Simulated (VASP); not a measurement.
The system is NiO.

```
CELL_PARAMETERS angstrom
0.00000 2.09131 2.09131
2.09131 0.00000 2.09131
2.09131 2.09131 0.00000
ATOMIC_POSITIONS crystal
Ni 0.00000 0.00000 0.00000
O 0.50000 0.50000 0.50000
```

Base run:

```yaml
Program: VASP 6.6.1
Functional: LDA
Potentials_or_basis: VASP PAW LDA potentials, release 64 (Ni, O)
Cutoff: 520 eV
k_mesh: 12 × 12 × 12
Occupations: gaussian, width 0.05 eV
Spin: no spin polarisation
Hubbard_terms: Ni d U = 4.2 eV
```

Its results: band gap on the k mesh zero (band 8 reaches 8.34 eV, above the bottom of band 9 at 5.40 eV); pressure -27.2 GPa.

Task: The run is repeated on the same cell with these changes: spin from no spin polarisation to collinear spin, ferromagnetic start; further incar settings from ALGO = Normal; EDIFF = 1e-06; NBANDS = 15 to ALGO = Normal; EDIFF = 1e-07; NBANDS = 19. What comes out?

Result: Band gap on the k mesh 0.78 eV, indirect (least direct gap 1.69 eV); pressure -14.8 GPa; net moment 2.00 μB per cell; site moments Ni +1.71; O +0.26 μB.

Caveats: U without spin polarisation on a metal has little footing (some runs); a cell with one magnetic atom can't hold antiferromagnetic order, which such compounds often take (some runs).

A k mesh can miss the band edges.
